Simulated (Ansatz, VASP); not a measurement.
# Ag3Os in VASP and in Ansatz

```
Ag Os
1.0
     4.06673    0.00000    0.00000
     0.00000    4.06673    0.00000
     0.00000    0.00000    4.06673
Ag Os
3 1
Direct
  0.00000 0.50000 0.50000
  0.50000 0.00000 0.50000
  0.50000 0.50000 0.00000
  0.00000 0.00000 0.00000
```

Alike in both runs: functional PBE; k mesh 4 × 4 × 4; occupations gaussian, width 0.1 eV; no spin polarisation.

Ansatz relaxed the structure, and its values are those at the end. VASP's run is a single point on that final structure, the one shown.

|  | VASP | Ansatz |
| --- | --- | --- |
| version | VASP 6.6.1 | Ansatz 0.2.0 |
| potentials or method | VASP PAW PBE potentials, release 64 (Ag, Os), cutoff 520 eV | scalar-relativistic, plane waves, PAW |
| valence electrons in the cell | 41 | 73 |

|  | VASP | Ansatz | Ansatz less VASP |
| --- | --- | --- | --- |
| gap on the k mesh at the Fermi level (eV) | none | none | - |
| pressure (GPa) | 0.0 | 0.1 | +0.13 |

A gap of «none» marks a metal or a gap that the smearing closes. VASP's potentials hold 41 valence electrons a cell and Ansatz's 73, so a difference there can come from the potentials and not from the codes.

The k mesh is coarse, so the values compare programs but aren't converged. Spin-orbit coupling is off throughout.
